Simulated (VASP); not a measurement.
# GaN (F-43m) in VASP: G0W0 quasiparticle levels with PBE

Aim: the G0W0 quasiparticle levels of GaN with PBE.

All numbers are computed with VASP 6.6.1; they aren't measurements. Logs are shortened: lines on timing, memory, paths and dates and some standing lists are left out, and cuts for length are marked.

## 1. The cell of the first run

It takes space group F-43m (No. 216, cubic). Conventional cell: a = 4.305 Å, b = 4.305 Å, c = 4.305 Å, α = 90.00°, β = 90.00°, γ = 90.00°. Within 2.5 Å of Ga (site symmetry -43m) lie 4 N at 1.86 Å. Within 2.5 Å of N (site symmetry -43m) lie 4 Ga at 1.86 Å.

## 2. G0W0 quasiparticle levels, PBE

File POSCAR:

```
GaN
1.0
    0.0000000000      2.1524725564      2.1524725564
    2.1524725564      0.0000000000      2.1524725564
    2.1524725564      2.1524725564      0.0000000000
Ga N
1 1
Direct
    0.0000000000      0.0000000000      0.0000000000
    0.7500000000      0.7500000000      0.7500000000
```

File INCAR.step1:

```
SYSTEM = GaN
PREC = Accurate
ENCUT = 500
EDIFF = 1E-8
ISMEAR = 0
SIGMA = 0.01
LREAL = .FALSE.
LASPH = .TRUE.
NELM = 80
ALGO = Normal
LWAVE = .TRUE.
LCHARG = .FALSE.
GGA = PE
```

File INCAR.step2:

```
SYSTEM = GaN
PREC = Accurate
ENCUT = 500
EDIFF = 1E-8
ISMEAR = 0
SIGMA = 0.01
LREAL = .FALSE.
LASPH = .TRUE.
NELM = 1
ALGO = Exact
LWAVE = .TRUE.
LCHARG = .FALSE.
GGA = PE
NBANDS = 92
LOPTICS = .TRUE.
ISTART = 1
```

File INCAR.step3:

```
SYSTEM = GaN
PREC = Accurate
ENCUT = 500
EDIFF = 1E-8
ISMEAR = 0
SIGMA = 0.01
LREAL = .FALSE.
LASPH = .TRUE.
ALGO = EVGW0
LWAVE = .FALSE.
LCHARG = .FALSE.
GGA = PE
NELMGW = 1
NBANDS = 92
ENCUTGW = 150.0
NOMEGA = 96
PRECFOCK = Fast
ISTART = 1
NBANDSGW = 17
OMEGAMAX = 20
```

File KPOINTS:

```
Automatic mesh
0
G
  6 6 6
  0 0 0
```

Potentials or basis: VASP PAW PBE potentials, release 64 (Ga_d_GW, N_GW).

Launch:

```
$ cat potpaw_PBE.64/Ga_d_GW/POTCAR potpaw_PBE.64/N_GW/POTCAR > POTCAR
$ cp INCAR.step1 INCAR
$ mpirun -np 1 vasp_std > vasp.out
$ cp INCAR.step2 INCAR
$ mpirun -np 1 vasp_std > vasp.out
$ cp INCAR.step3 INCAR
$ mpirun -np 1 vasp_std > vasp.out
```

OUTCAR:

```text
SYSTEM = GaN
   PREC = Accurate
   ENCUT = 500
   EDIFF = 1E-8
   ISMEAR = 0
   LREAL = .FALSE.
   LASPH = .TRUE.
   GGA = PE
   NELMGW = 1
   ENCUTGW = 150.0
   PRECFOCK = Fast
   ISTART = 1

 ion  position               nearest neighbor table
   1  0.000  0.000  0.000-   2 1.86   2 1.86   2 1.86   2 1.86
   2  0.750  0.750  0.750-   1 1.86   1 1.86   1 1.86   1 1.86

  LATTYP: Found a face centered cubic cell.
 ALAT       =     4.3049451128

  Lattice vectors:

 A1 = (   0.0000000000,   2.1524725564,   2.1524725564)
 A2 = (   2.1524725564,   0.0000000000,   2.1524725564)
 A3 = (   2.1524725564,   2.1524725564,   0.0000000000)

Analysis of symmetry for initial positions (statically):
=====================================================================
 Subroutine PRICEL returns:
 Original cell was already a primitive cell.

 Routine SETGRP: Setting up the symmetry group for a
 face centered cubic supercell.

 Subroutine GETGRP returns: Found 24 space group operations
 (whereof 24 operations were pure point group operations)
 out of a pool of 48 trial point group operations.

The static configuration has the point symmetry T_d .

Analysis of symmetry for dynamics (positions and initial velocities):
=====================================================================
 Subroutine PRICEL returns:
 Original cell was already a primitive cell.

 Routine SETGRP: Setting up the symmetry group for a
 face centered cubic supercell.

 Subroutine GETGRP returns: Found 24 space group operations
 (whereof 24 operations were pure point group operations)
 out of a pool of 48 trial point group operations.

The dynamic configuration has the point symmetry T_d .

 Subroutine INISYM returns: Found 24 space group operations
 (whereof 24 operations are pure point group operations),
 and found     1 'primitive' translations

----------------------------------------------------------------------------------------

                                     Primitive cell

  volume of cell :      19.9454

  direct lattice vectors                    reciprocal lattice vectors
     0.000000000  2.152472556  2.152472556    -0.232290999  0.232290999  0.232290999
     2.152472556  0.000000000  2.152472556     0.232290999 -0.232290999  0.232290999
     2.152472556  2.152472556  0.000000000     0.232290999  0.232290999 -0.232290999

  length of vectors
     3.044055882  3.044055882  3.044055882     0.402339812  0.402339812  0.402339812

  position of ions in fractional coordinates (direct lattice)
     0.000000000  0.000000000  0.000000000
     0.750000000  0.750000000  0.750000000

  ion indices of the primitive-cell ions
   primitive index   ion index
                 1           1
                 2           2

----------------------------------------------------------------------------------------

 KPOINTS: Automatic mesh

Automatic generation of k-mesh.
 Grid dimensions read from file:
 generate k-points for:    6    6    6

 Generating k-lattice:

  Cartesian coordinates                     Fractional coordinates (reciprocal lattice)
    -0.038715166  0.038715166  0.038715166     0.166666667  0.000000000  0.000000000
     0.038715166 -0.038715166  0.038715166     0.000000000  0.166666667  0.000000000
     0.038715166  0.038715166 -0.038715166     0.000000000  0.000000000  0.166666667

  Length of vectors
     0.067056635  0.067056635  0.067056635

  Shift w.r.t. Gamma in fractional coordinates (k-lattice)
     0.000000000  0.000000000  0.000000000

 Subroutine IBZKPT returns following result:
 ===========================================

 Found     16 irreducible k-points:

 Following reciprocal coordinates:
            Coordinates               Weight
  0.000000  0.000000  0.000000      1.000000
  0.166667  0.000000  0.000000      8.000000
  0.333333  0.000000  0.000000      8.000000
  0.500000  0.000000  0.000000      4.000000
  0.166667  0.166667  0.000000      6.000000
  0.333333  0.166667  0.000000     24.000000
[... 8 lines left out ...]
 -0.333333  0.333333  0.166667     24.000000
 -0.333333  0.500000  0.166667     12.000000
   k-points           NKPTS =     16   k-points in BZ     NKDIM =    216   number of bands    NBANDS=     92
   number of dos      NEDOS =    301   number of ions     NIONS =      2
   total plane-waves  NPLWV =  13824
   dimension x,y,z NGX =    24 NGY =   24 NGZ =   24
   dimension x,y,z NGXF=    48 NGYF=   48 NGZF=   48
   ions per type =               1   1
   NGX,Y,Z   is equivalent  to a cutoff of  13.11, 13.11, 13.11 a.u.
   NGXF,Y,Z  is equivalent  to a cutoff of  26.21, 26.21, 26.21 a.u.
 SYSTEM =  GaN
   PREC   = accura    normal or accurate (medium, high low for compatibility)
   ISTART =      1    job   : 0-new  1-cont  2-samecut
   ICHARG =      0    charge: 1-file 2-atom 10-const
   ISPIN  =      1    spin polarized calculation?
   LNONCOLLINEAR =      F non collinear calculations
   LSORBIT =      F    spin-orbit coupling
   LASPH  =      T    aspherical Exc in radial PAW
   ENCUT  =  500.0 eV  36.75 Ry    6.06 a.u.   5.55  5.55  5.55*2*pi/ulx,y,z
   NELM   =     60;   NELMIN=  2; NELMDL=  0     # of ELM steps
   EDIFF  = 0.1E-07   stopping-criterion for ELM
   LREAL  =      F    real-space projection
   EDIFFG = 0.1E-06   stopping-criterion for IOM
   NSW    =      0    number of steps for IOM
   IBRION =     -1    ionic relax: 0-MD 1-quasi-New 2-CG
   NFREE  =      0    steps in history (QN), initial steepest desc. (CG)
   ISIF   =      0    stress and relaxation
   ISYM   =      3    0-nonsym 1-usesym 2-fastsym
   POTIM  = 0.5000    time-step for ionic-motion
   TEBEG  =    0.0;   TEEND  =   0.0 temperature during run
   PSTRESS=    0.0 pullay stress
   NELECT =      18.0000    total number of electrons
   NUPDOWN=      -1.0000    fix difference up-down
   EMIN   =  10.00;   EMAX   =-10.00  energy-range for DOS
   EFERMI =   0.00;   METHOD = LEGACY
   ISMEAR =     0;   SIGMA  =   0.01  broadening in eV -4-tet -1-fermi 0-gaus
   EFERMI_NEDOS =   21; number of points for ismear=-14 and -15
   IALGO  =     38    algorithm
   IMIX   =      4    mixing-type and parameters
     AMIX     =   0.40;   BMIX     =  1.00
     AMIX_MAG =   1.60;   BMIX_MAG =  1.00
  volume/ion in A,a.u.               =       9.97        67.30
  Fermi-wavevector in a.u.,A,eV,Ry     =   1.582042  2.989626 34.053441  2.502857
  Thomas-Fermi vector in A             =   2.682026
   LORBIT       =      0    0 simple, 1 ext, 2 COOP (PROOUT), +10 PAW based schemes
   GGA     = PE    functional components
   LHFCALC =     T    Hartree Fock is set to
   PRECFOCK=fast      Normal, Fast or Accurate (Low or Medium for compatibility)
   ENCUT4O =  -1.0   cutoff for four orbital integrals eV
   NKREDX  =     1    reduce k-point grid by
   NKREDY  =     1    reduce k-point grid by
   NKREDZ  =     1    reduce k-point grid by
   AEXX    =    1.0000 exact exchange contribution
   HFSCREEN=    0.0000 screening length (either q_TF or 0.3 A-1)
   HFSCREENC=   0.0000 screening length for correlation (either q_TF or 0.3 A-1)
   ENCUTFOCK=  -1.0 apply spherical cutoff to Coloumb kernel
   IVDW    =     0    specifies the selected vdW correction
   LEPSILON=     F    determine dielectric tensor
   LRPA    =     F    only Hartree local field effects (RPA)
   LRPAFORCE           =     F    calculate RPA forces
   ENCUTGW             = 150.0    cutoff for response function in eV
   ENCUTGWSOFT         = 120.0    soft cutoff for Coulomb kernel in GW response function in eV
   ENCUTLF             =  -1.0    cutoff for local field effects
   NELMGW              =     1    number of iterations in solving QP/BSE equation
   NELMHF              =     1    number of iterations in the inner HF iteration
   NKREDLFX            =     1    NKREDLFY  =   1   NKREDLFZ  =   1
 non-spin polarized calculation
 Gauss-broadening in eV      SIGMA  =   0.01
  energy-cutoff  :      500.00
  volume of cell :       19.95
 maximum number of plane-waves:       531
 NGX is ok and might be reduce to    24
  NGX = 14; NGY = 14; NGZ = 14
   NGX = 11   NGY = 11   NGZ = 11
 maximum number of plane-waves:        92
 NGX is ok and might be reduce to    14

 QP shifts <psi_nk| G(iteration)W_0 |psi_nk>: iteration 1
 for sc-GW calculations column KS-energies equals QP-energies in previous step
 and V_xc(KS)=  KS-energies - (<T + V_ion + V_H > + <T+V_H+V_ion>^1  + <V_x>^1)

 k-point   1 :       0.0000    0.0000    0.0000
  band No.  KS-energies  QP-energies   sigma(KS)   V_xc(KS)     V^pw_x(r,r')   Z            occupation Imag(sigma)

      1     -10.5265     -11.8407     -16.9247     -15.0270     -25.0308       0.6925       2.0000       1.0240
      2      -7.0269     -10.0017     -25.3528     -21.3729     -34.5941       0.7474       2.0000       0.1541
      3      -7.0269     -10.0017     -25.3528     -21.3729     -34.5941       0.7474       2.0000       0.1541
      4      -7.0269     -10.0017     -25.3528     -21.3729     -34.5941       0.7474       2.0000       0.1541
      5      -6.5442      -9.6572     -25.9310     -21.8025     -35.1671       0.7540       2.0000       0.0964
      6      -6.5442      -9.6572     -25.9310     -21.8025     -35.1671       0.7540       2.0000       0.0964
[... 9 lines left out ...]
     16      26.5132      26.9186      -9.7784     -10.2867      -3.2674       0.7977       0.0000      -0.5913
     17      26.5132      26.9186      -9.7784     -10.2867      -3.2674       0.7977       0.0000      -0.5913

 k-point   2 :       0.1667    0.0000    0.0000
  band No.  KS-energies  QP-energies   sigma(KS)   V_xc(KS)     V^pw_x(r,r')   Z            occupation Imag(sigma)

      1     -10.1596     -11.5165     -17.3759     -15.4350     -25.4833       0.6991       2.0000       0.9887
      2      -6.9772      -9.9587     -25.4112     -21.4228     -34.6610       0.7476       2.0000       0.1525
      3      -6.9772      -9.9587     -25.4112     -21.4228     -34.6610       0.7476       2.0000       0.1525
      4      -6.9210      -9.8329     -24.9213     -21.0254     -34.0361       0.7474       2.0000       0.1752
      5      -6.5471      -9.6566     -25.9202     -21.7941     -35.1582       0.7536       2.0000       0.0974
      6      -6.5471      -9.6566     -25.9202     -21.7941     -35.1582       0.7536       2.0000       0.0974
[... 9 lines left out ...]
     16      24.4842      24.8384      -9.3270      -9.7724      -3.0552       0.7954       0.0000      -0.4457
     17      29.4498      30.2660      -9.9917     -11.0127      -3.1641       0.7993       0.0000      -0.7177

 k-point   3 :       0.3333    0.0000    0.0000
  band No.  KS-energies  QP-energies   sigma(KS)   V_xc(KS)     V^pw_x(r,r')   Z            occupation Imag(sigma)

      1      -9.4668     -11.0791     -19.1514     -16.9058     -27.4689       0.7180       2.0000       0.8273
      2      -6.9103      -9.9064     -25.4780     -21.4727     -34.7276       0.7481       2.0000       0.1458
      3      -6.9103      -9.9064     -25.4780     -21.4727     -34.7276       0.7481       2.0000       0.1458
      4      -6.5152      -9.6228     -25.9629     -21.8394     -35.2258       0.7536       2.0000       0.1019
      5      -6.5152      -9.6228     -25.9629     -21.8394     -35.2258       0.7536       2.0000       0.1019
      6      -6.2528      -8.8819     -23.5364     -20.0216     -32.1877       0.7480       2.0000       0.2607
[... 9 lines left out ...]
     16      25.4598      26.1689     -11.1290     -12.0253      -4.9672       0.7912       0.0000      -0.3773
     17      33.0299      34.0693     -11.1954     -12.4786      -3.8118       0.8101       0.0000      -1.1244

 k-point   4 :       0.5000    0.0000    0.0000
  band No.  KS-energies  QP-energies   sigma(KS)   V_xc(KS)     V^pw_x(r,r')   Z            occupation Imag(sigma)

      1      -9.1980     -10.9970     -20.4166     -17.8974     -28.9547       0.7141       2.0000       0.6998
      2      -6.8974      -9.9011     -25.4801     -21.4675     -34.7200       0.7486       2.0000       0.1416
      3      -6.8974      -9.9011     -25.4801     -21.4675     -34.7200       0.7486       2.0000       0.1416
      4      -6.4765      -9.5871     -26.0234     -21.8990     -35.3097       0.7542       2.0000       0.1048
      5      -6.4765      -9.5871     -26.0234     -21.8990     -35.3097       0.7542       2.0000       0.1048
      6      -5.2581      -7.7338     -23.5985     -20.2976     -32.1020       0.7500       2.0000       0.2830
[... 205 lines left out ...]
      2      -6.8313      -9.8515     -25.4699     -21.4467     -34.6864       0.7507       2.0000       0.1385
      3      -6.8162      -9.8154     -25.4051     -21.4058     -34.6174       0.7499       2.0000       0.1474
      4      -6.6415      -9.7059     -25.7567     -21.6820     -35.0191       0.7520       2.0000       0.1246
      5      -6.4950      -9.6009     -25.9459     -21.8249     -35.2021       0.7537       2.0000       0.1015
      6      -5.4959      -7.9366     -23.1338     -19.8800     -31.5359       0.7501       2.0000       0.2931
[... 9 lines left out ...]
     16      31.2360      32.1755     -11.3008     -12.4672      -4.3445       0.8054       0.0000      -0.9262
     17      32.2771      32.9546     -10.1976     -11.0198      -3.4259       0.8240       0.0000      -0.9334

 k-point  15 :      -0.3333    0.3333    0.1667
  band No.  KS-energies  QP-energies   sigma(KS)   V_xc(KS)     V^pw_x(r,r')   Z            occupation Imag(sigma)

      1      -8.9737     -10.9184     -21.2369     -18.5519     -29.9188       0.7243       2.0000       0.6282
      2      -6.8579      -9.8727     -25.3945     -21.3775     -34.5926       0.7505       2.0000       0.1398
      3      -6.7576      -9.7865     -25.5903     -21.5572     -34.8426       0.7510       2.0000       0.1394
      4      -6.5827      -9.6750     -25.8674     -21.7607     -35.1426       0.7530       2.0000       0.1135
      5      -6.5152      -9.6162     -25.9418     -21.8269     -35.2090       0.7536       2.0000       0.1068
      6      -4.6780      -7.0056     -23.4064     -20.3115     -31.7356       0.7521       2.0000       0.3006
[... 9 lines left out ...]
     16      31.5540      32.4129     -10.9107     -11.9827      -3.8810       0.8012       0.0000      -0.9118
     17      32.8423      33.9598     -11.7669     -13.1516      -4.8733       0.8070       0.0000      -0.9128

 k-point  16 :      -0.3333    0.5000    0.1667
  band No.  KS-energies  QP-energies   sigma(KS)   V_xc(KS)     V^pw_x(r,r')   Z            occupation Imag(sigma)

      1      -8.9121     -10.9134     -21.5485     -18.7935     -30.2927       0.7264       2.0000       0.5973
      2      -6.8649      -9.8659     -25.1981     -21.1984     -34.3124       0.7503       2.0000       0.1382
      3      -6.7194      -9.7712     -25.7252     -21.6634     -35.0256       0.7514       2.0000       0.1355
      4      -6.5617      -9.6329     -25.9291     -21.8460     -35.2426       0.7522       2.0000       0.1272
      5      -6.4896      -9.5977     -25.9798     -21.8573     -35.2512       0.7539       2.0000       0.1034
      6      -4.5205      -6.7757     -23.1859     -20.1795     -31.4183       0.7501       2.0000       0.3090
[... 9 lines left out ...]
     16      32.0412      33.0796     -11.7641     -13.0533      -4.6149       0.8055       0.0000      -1.0278
     17      33.1061      34.2974     -11.9635     -13.4478      -4.8881       0.8026       0.0000      -0.9424
```

Wall time 4.6 min (1 thread of Intel Xeon Platinum 8488C (Sapphire Rapids), shared host); peak memory 0.41 GiB.

Results:

| Property | Result |
| --- | --- |
| Quasiparticle gap | 3.98 eV |
| Least direct quasiparticle gap | 3.98 eV |
| Band gap of the starting levels on the mesh | 2.61 eV |
| Least direct gap of the starting levels on the mesh | 2.61 eV |

Caveat: the k points lie up to 0.42 Å⁻¹ apart; bands, screening cutoff and mesh are small and nothing is extrapolated, so the quasiparticle values aren't converged.
